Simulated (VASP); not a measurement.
# Ga4Cu3C4Cl16O4 (a cell with a defect) in VASP: further runs

Ga4Cu3C4Cl16O4 (a cell with a defect) is run at these levels: LDA; tasks: single point.

Program: VASP 6.6.1. These are calculated values, not measurements. Logs are shortened: lines on timing, memory, paths and dates and some standing lists are left out, and cuts for length are marked.

## (1) The cell of the first run

The cell holds a defect, 31 atoms: a = 10.387 Å, b = 9.640 Å, c = 8.935 Å, α = 82.00°, β = 110.17°, γ = 88.85°.

## (2) Single point, LDA

Input file INCAR:

```
SYSTEM = Ga4Cu3C4Cl16O4
ALGO = Normal
EDIFF = 1E-6
ENCUT = 520
ISIF = 2
ISMEAR = -1
LASPH = .True.
LCHARG = .False.
LREAL = Auto
LWAVE = .False.
NBANDS = 140
NELM = 60
PREC = Accurate
SIGMA = 0.05
```

Input file KPOINTS:

```
k-points
0
Gamma
  1 1 1
  0 0 0
```

Input file POSCAR:

```
Ga4Cu3C4Cl16O4
1.0
   -7.5471110000     -7.1359570000      0.0000000000
    6.4817650000     -7.1359570000      0.0000000000
    3.1356770000      1.1678080000      8.2843600000
Ga Cu C Cl O
4 3 4 16 4
Direct
    0.0038343417      0.2229180357      0.7441250742
    0.9877151675      0.7702418756      0.2348038955
    0.5067967445      0.7306329878      0.7746524777
    0.4697465955      0.2863285890      0.2475749485
    0.1211552205      0.1541337795      0.2173734604
    0.8863775092      0.8609649439      0.7800602581
    0.3783920352      0.3615113391      0.7690636332
    0.9824583730      0.2804418792      0.2350573852
    0.0287595798      0.7425169379      0.7732401779
    0.4582486711      0.7404011594      0.1832609882
    0.5037768156      0.2267323942      0.7905257618
    0.6275731541      0.5554379270      0.9743178713
    0.3550362610      0.4089655554      0.0010139588
    0.6327608811      0.4287699613      0.3621643676
    0.3688366018      0.5763036797      0.6119845106
    0.8705888828      0.6671043288      0.4267076757
    0.1365189739      0.3126534929      0.6168611697
    0.9145163584      0.3627708722      0.8370954425
    0.0638964611      0.6047089308      0.1369568681
    0.1474762922      0.0546024984      0.9709862922
    0.8371604888      0.8972620645     -0.0141592109
    0.1122459627      0.9236432193      0.3561892530
    0.8664812940      0.0833854888      0.5864906885
    0.3452097626      0.1844155095      0.3830108783
    0.6451415779      0.7985508334      0.6163059066
    0.3923661153      0.8963085190      0.7913345147
    0.5727843462      0.1238272162      0.1738215143
    0.8805936176      0.3274087248      0.2281648794
    0.1354771698      0.7140950821      0.7868682674
    0.3899375328      0.8200402337      0.2119777508
    0.6108001171      0.1886652500      0.8080527645
```

Potentials or basis: VASP PAW LDA potentials, release 64 (Ga_d, Cu, C, Cl, O).

Started as:

```bash
cat potpaw_LDA.64/Ga_d/POTCAR potpaw_LDA.64/Cu/POTCAR potpaw_LDA.64/C/POTCAR potpaw_LDA.64/Cl/POTCAR potpaw_LDA.64/O/POTCAR > POTCAR
mpirun -np 1 vasp_gam > vasp.out
```

OUTCAR:

```text
SYSTEM = Ga4Cu3C4Cl16O4
   EDIFF = 1E-6
   ENCUT = 520
   ISIF = 2
   ISMEAR = -1
   LASPH = .True.
   LREAL = Auto
   NELM = 60
   PREC = Accurate

 ion  position               nearest neighbor table
   1  0.004  0.223  0.744-  18 2.04  17 2.19  23 2.25  20 2.42
   2  0.988  0.770  0.235-  22 2.14  19 2.18  21 2.38  16 2.53
   3  0.507  0.731  0.775-  26 2.02  12 2.27  15 2.37  25 2.38
   4  0.470  0.286  0.248-  27 2.18  24 2.21  13 2.25  14 2.26
   5  0.121  0.154  0.217-   8 1.93  24 2.34  22 2.41  20 2.61
   6  0.886  0.861  0.780-   9 1.87  21 2.14  23 2.52  25 2.56
   7  0.378  0.362  0.769-  11 1.76  13 2.27  15 2.31  17 2.50
   8  0.982  0.280  0.235-  28 1.12   5 1.93
   9  0.029  0.743  0.773-  29 1.10   6 1.87
  10  0.458  0.740  0.183-  30 1.15
  11  0.504  0.227  0.791-  31 1.11   7 1.76
  12  0.628  0.555  0.974-   3 2.27
  13  0.355  0.409  0.001-   4 2.25   7 2.27
  14  0.633  0.429  0.362-   4 2.26
  15  0.369  0.576  0.612-   7 2.31   3 2.37
  16  0.871  0.667  0.427-   2 2.53
  17  0.137  0.313  0.617-   1 2.19   7 2.50
  18  0.915  0.363  0.837-   1 2.04
  19  0.064  0.605  0.137-   2 2.18
  20  0.147  0.055  0.971-   1 2.42   5 2.61
  21  0.837  0.897  0.986-   6 2.14   2 2.38
  22  0.112  0.924  0.356-   2 2.14   5 2.41
  23  0.866  0.083  0.586-   1 2.25   6 2.52
  24  0.345  0.184  0.383-   4 2.21   5 2.34
  25  0.645  0.799  0.616-   3 2.38   6 2.56
  26  0.392  0.896  0.791-   3 2.02
  27  0.573  0.124  0.174-   4 2.18
  28  0.881  0.327  0.228-   8 1.12
  29  0.135  0.714  0.787-   9 1.10
  30  0.390  0.820  0.212-  10 1.15
  31  0.611  0.189  0.808-  11 1.11

  LATTYP: Found a triclinic cell.
 ALAT       =    13.7352168016
 B/A-ratio  =     1.0213800192
 C/A-ratio  =     1.3895706266
 COS(alpha) =     0.0110243323
 COS(beta)  =     0.5745323070
 COS(gamma) =     0.7930853337

  Lattice vectors:

 A1 = (  10.8931990000,  -1.1678080000,  -8.2843600000)
 A2 = (  14.0288760000,   0.0000000000,   0.0000000000)
 A3 = (   0.2104110000,  -9.4715730000, -16.5687200000)

Analysis of symmetry for initial positions (statically):
=====================================================================
 Subroutine PRICEL returns:
 Original cell was already a primitive cell.

 Routine SETGRP: Setting up the symmetry group for a
 triclinic supercell.

 Subroutine GETGRP returns: Found  1 space group operations
 (whereof  1 operations were pure point group operations)
 out of a pool of  2 trial point group operations.

The static configuration has the point symmetry C_1 .

Analysis of symmetry for dynamics (positions and initial velocities):
=====================================================================
 Subroutine PRICEL returns:
 Original cell was already a primitive cell.

 Routine SETGRP: Setting up the symmetry group for a
 triclinic supercell.

 Subroutine GETGRP returns: Found  1 space group operations
 (whereof  1 operations were pure point group operations)
 out of a pool of  2 trial point group operations.

The dynamic configuration has the point symmetry C_1 .

 Subroutine INISYM returns: Found  1 space group operations
 (whereof  1 operations are pure point group operations),
 and found     1 'primitive' translations

----------------------------------------------------------------------------------------

                                     Primitive cell

  volume of cell :     829.3428

  direct lattice vectors                    reciprocal lattice vectors
    -7.547111000 -7.135957000  0.000000000    -0.071281548 -0.064746781  0.036107523
     6.481765000 -7.135957000  0.000000000     0.071281548 -0.075388593 -0.016353286
     3.135677000  1.167808000  8.284360000     0.000000000  0.000000000  0.120709385

  length of vectors
    10.386566649  9.640288368  8.934588204     0.102844338  0.105032990  0.120709385

  position of ions in fractional coordinates (direct lattice)
     0.003834342  0.222918036  0.744125074
     0.987715167  0.770241876  0.234803896
     0.506796745  0.730632988  0.774652478
     0.469746595  0.286328589  0.247574949
[... 50 lines left out ...]
   TEBEG  =    0.0;   TEEND  =   0.0 temperature during run
   PSTRESS=    0.0 pullay stress
   NELECT =     237.0000    total number of electrons
   NUPDOWN=      -1.0000    fix difference up-down
   EMIN   =  10.00;   EMAX   =-10.00  energy-range for DOS
   EFERMI =   0.00;   METHOD = LEGACY
   ISMEAR =    -1;   SIGMA  =   0.05  broadening in eV -4-tet -1-fermi 0-gaus
   EFERMI_NEDOS =   21; number of points for ismear=-14 and -15
   IALGO  =     38    algorithm
   IMIX   =      4    mixing-type and parameters
     AMIX     =   0.40;   BMIX     =  1.00
     AMIX_MAG =   1.60;   BMIX_MAG =  1.00
  volume/ion in A,a.u.               =      26.75       180.54
  Fermi-wavevector in a.u.,A,eV,Ry     =   1.078317  2.037723 15.820399  1.162767
  Thomas-Fermi vector in A             =   2.214252
   LORBIT       =      0    0 simple, 1 ext, 2 COOP (PROOUT), +10 PAW based schemes
   GGA     = CA    functional components
   LHFCALC =     F    Hartree Fock is set to
   AEXX    =    0.0000 exact exchange contribution
   IVDW    =     0    specifies the selected vdW correction
   LEPSILON=     F    determine dielectric tensor
   LRPA    =     F    only Hartree local field effects (RPA)
 non-spin polarized calculation
  energy-cutoff  :      520.00
  volume of cell :      829.34
 maximum number of plane-waves:     11174
 NGX is ok and might be reduce to    80
   NGX = 39   NGY = 35   NGZ = 33

 number of electron     237.0000003 magnetization

 Free energy of the ion-electron system (eV)
  ---------------------------------------------------
  ext. energy  EPLUGINS =         0.00000000
  ---------------------------------------------------
  free energy    TOTEN  =      -146.45071357 eV

  energy without entropy =     -146.28691046  energy(sigma->0) =     -146.36881202

 E-fermi :  -1.3717     XC(G=0):  -8.0078

 val. band max:       -1.4455922237   @ k =   0.0000   0.0000   0.0000
 cond. band min:       1.5892755955   @ k =   0.0000   0.0000   0.0000
 fundamental gap:      3.0348678192
 Fermi energy:        -1.3717375718

 k-point     1 :       0.0000    0.0000    0.0000
  band No.  band energies     occupation
      1     -24.7624      2.00000
      2     -24.4565      2.00000
      3     -24.3286      2.00000
      4     -22.9151      2.00000
      5     -16.5140      2.00000
      6     -16.3386      2.00000
[... 122 lines left out ...]
    129       2.9248      0.00000
    130       3.6588      0.00000
 [bands above 130 left out]

------------------------ aborting loop because EDIFF is reached ----------------------------------------

  FORCE on cell =-STRESS in cart. coord.  units (eV):
  Direction    XX          YY          ZZ          XY          YZ          ZX
  --------------------------------------------------------------------------------------
  -------------------------------------------------------------------------------------
  Total        0.8881191    -16.2893997    -17.9955799      4.5230389     -3.5357826      0.0435442
  in kB        1.7157253    -31.4689027    -34.7650104      8.7378954     -6.8306506      0.0841216
  external PRESSURE =     -21.5060626 kB  Pullay stress =       0.0000000 kB

 VOLUME and BASIS-vectors are now :
 -----------------------------------------------------------------------------
  energy-cutoff  :      520.00
  volume of cell :      829.34
      direct lattice vectors                 reciprocal lattice vectors
    -7.547111000 -7.135957000  0.000000000    -0.071281548 -0.064746781  0.036107523
     6.481765000 -7.135957000  0.000000000     0.071281548 -0.075388593 -0.016353286
     3.135677000  1.167808000  8.284360000     0.000000000  0.000000000  0.120709385

 POSITION                                       TOTAL-FORCE (eV/Angst)
 -----------------------------------------------------------------------------------
      3.74930     -0.74910      6.16460        -1.965839      0.714939      0.191301
     -1.72560    -12.27050      1.94520         0.285694      1.876068     -0.080312
      3.34000     -7.92560      6.41750        -3.323908      0.516541     -0.221338
     -0.91300     -5.10620      2.05100        -0.960896     -1.308835     -0.192613
      0.76630     -1.71060      1.80080         0.310389      0.072329     -0.070465
      1.33700    -11.55800      6.46230        -0.250947      0.363781     -0.950760
[... 23 lines left out ...]
      3.03710     -8.38680      1.75610        -1.178560      0.106723     -0.178603
     -0.85310     -4.76130      6.69420        -3.221776     -1.001446      0.379742
 -----------------------------------------------------------------------------------
    total drift:                                0.006514     -0.010351     -0.007814

  FREE ENERGIE OF THE ION-ELECTRON SYSTEM (eV)
  ---------------------------------------------------
  free  energy   TOTEN  =      -146.4507135688 eV

  energy  without entropy=     -146.2869104612  energy(sigma->0) =     -146.36881202
```

It took 4 min on 1 thread of AMD EPYC 7R43 (Zen 3), shared host; peak memory 0.62 GiB.

What came out:

- Free energy: -146.4507 eV
- Pressure: -2.2 GPa
- Largest force: 5.890 eV/Å
- Band gap on the k mesh: zero (an odd number of electrons rules out a gap without spin polarisation)

Forces on the atoms (eV/Å):
```
Ga  -1.966  0.715  0.191
Ga   0.286  1.876 -0.080
Ga  -3.324  0.517 -0.221
Ga  -0.961 -1.309 -0.193
Cu   0.310  0.072 -0.070
Cu  -0.251  0.364 -0.951
Cu   1.231  0.045 -0.227
C   -2.951 -0.331 -0.419
C    5.466  2.131 -0.530
C    1.242 -0.107  0.174
C    2.307  0.721 -0.309
Cl   0.833 -0.730 -0.871
Cl   0.541  0.360  0.121
Cl   0.189  1.362 -0.272
Cl   0.089 -0.097  0.510
Cl  -0.612 -1.620 -1.318
Cl  -0.157 -0.115  0.066
Cl   1.194 -0.152  0.462
Cl   0.502 -0.208  0.481
Cl   1.277 -0.355 -0.260
Cl   0.134  0.121  1.110
Cl   0.122 -0.465  0.048
Cl  -0.147 -0.092  0.760
Cl   0.274 -0.089 -0.310
Cl   0.352  0.369  0.940
Cl   1.433 -0.303  0.167
Cl   0.205  0.109  0.226
O    1.780  0.438  0.083
O   -5.000 -2.331  0.490
O   -1.179  0.107 -0.179
O   -3.222 -1.001  0.380
```

Caveat: the k points lie up to 0.76 Å⁻¹ apart, too coarse for converged energies and pressures of a metal; an odd number of electrons without spin polarisation forces a metal; a magnetic or distorted state may lie lower; semilocal functionals often make such compounds metallic where correlation or magnetic order opens a gap, which also shifts bond lengths.

[end of part 1 of 2]

The gap in the log of VASP goes by the Fermi energy; the results here count the filled bands.